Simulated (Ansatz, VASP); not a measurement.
**Ga4Ir: VASP beside Ansatz**

```
Ga Ir
1.0
    -2.89490    2.89490    2.89490
     2.89490   -2.89490    2.89490
     2.89490    2.89490   -2.89490
Ga Ir
4 1
Cartesian
  1.4474 1.4474 -1.4474
  -1.4474 1.4474 1.4474
  1.4474 1.4474 1.4474
  1.4474 -1.4474 1.4474
  0.0000 0.0000 0.0000
```

Change from the starting cell: species swapped into the NiHg4 type (Im-3m, No. 229).

Alike in both runs: functional PBE; k mesh 10 × 10 × 10; occupations gaussian, width 0.1 eV; no spin polarisation.

Ansatz relaxed the structure, and its values are those at the end. VASP's run is a single point on that final structure, the one shown.

|  | VASP | Ansatz |
| --- | --- | --- |
| version | VASP 6.6.1 | Ansatz 0.2.0 |
| potentials or method | VASP PAW PBE potentials, release 64 (Ga_d, Ir), cutoff 520 eV | scalar-relativistic, plane waves, PAW |
| valence electrons in the cell | 61 | 69 |

```csv
,VASP,Ansatz,Ansatz less VASP
gap on the k mesh at the Fermi level (eV),none,none,-
pressure (GPa),0.2,0.0,-0.20
```

A gap of «none» marks a metal or a gap that the smearing closes. VASP's potentials hold 61 valence electrons a cell and Ansatz's 69, so a difference there can come from the potentials and not from the codes.

Spin-orbit coupling is off throughout.
